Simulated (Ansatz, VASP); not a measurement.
**Ti: VASP beside Ansatz**

```xyz
3
Lattice="4.3656 0.0000 0.0000 -2.1828 3.7807 0.0000 0.0000 0.0000 2.9558" Properties=species:S:1:pos:R:3 pbc="T T T"
Ti    0.0000    0.0000   -0.2210
Ti    0.0000    2.5205    1.6055
Ti    2.1828    1.2602    1.5713
```

Alike in both runs: task single point; functional PBE; k mesh 12 × 12 × 12; occupations gaussian, width 0.1 eV; no spin polarisation.

|  | VASP | Ansatz |
| --- | --- | --- |
| version | VASP 6.6.1 | Ansatz 0.2.0 |
| potentials or method | VASP PAW PBE potentials, release 64 (Ti_sv), cutoff 520 eV | scalar-relativistic, plane waves, PAW |
| valence electrons in the cell | 36 | 36 |

```tsv
	VASP	Ansatz	Ansatz less VASP
gap on the k mesh at the Fermi level (eV)	none	none	-
pressure (GPa)	7.8	8.2	+0.36
traceless stress, the component that is largest in VASP (GPa)	-10.48	-10.52	-0.034
rms of the force components (eV/Å)	0.712	0.717	+0.0054
```

Atom by atom the forces differ by 0.005 eV/Å (rms over components). A gap of «none» marks a metal or a gap that the smearing closes. With one functional, cell and mesh, what is left measures potentials, basis and numerics.
